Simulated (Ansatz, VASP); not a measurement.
B: VASP beside Ansatz

```
B
1.0
     1.70793    0.00000    0.00000
    -0.85396    1.47911    0.00000
     0.00000    0.00000    7.76640
B
2
Direct
  0.33333 0.66667 0.25000
  0.66667 0.33333 0.75000
```

Alike in both runs: functional r2SCAN; k mesh 17 × 17 × 9; occupations fermi-dirac, width 0.1 eV; no spin polarisation.

Ansatz relaxed the structure, and its values are those at the end. VASP's run is a single point on that final structure, the one shown.

```csv
,VASP,Ansatz
version,VASP 6.6.1,Ansatz 0.2.0
potentials or method,"VASP PAW PBE potentials, release 64 (B), cutoff 520 eV","plane waves (500 eV) with PAW, scalar-relativistic"
valence electrons in the cell,6,6
```

|  | VASP | Ansatz | Ansatz less VASP |
| --- | --- | --- | --- |
| pressure (GPa) | 0.1 | 0.0 | -0.09 |

VASP's potentials were made for PBE, not for r2SCAN.
